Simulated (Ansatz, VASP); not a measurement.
**SiN: VASP beside Ansatz**

```xyz
4
Lattice="3.4927 0.0000 0.0000 -1.7463 3.0248 0.0000 0.0000 0.0000 4.8557" Properties=species:S:1:pos:R:3 pbc="T T T"
Si    0.0000    0.0000    0.0000
Si    0.0000    0.0000    2.4278
N     0.0000    2.0165    0.0000
N     1.7463    1.0083    0.0000
```

Alike in both runs: functional PBE; k mesh 7 × 7 × 3; occupations gaussian, width 0.2 eV; no spin polarisation.

Ansatz relaxed the structure, and its values are those at the end. VASP's run is a single point on that final structure, the one shown.

|  | VASP | Ansatz |
| --- | --- | --- |
| version | VASP 6.6.1 | Ansatz 0.2.0 |
| potentials or method | VASP PAW PBE potentials, release 64 (Si, N), cutoff 600 eV | scalar-relativistic, plane waves, PAW |
| valence electrons in the cell | 18 | 18 |

|  | VASP | Ansatz | Ansatz less VASP |
| --- | --- | --- | --- |
| gap on the k mesh at the Fermi level (eV) | none | none | - |
| pressure (GPa) | 0.4 | 0.6 | +0.15 |

A gap of «none» marks a metal or a gap that the smearing closes.

The k mesh is coarse, so the values compare programs but aren't converged.
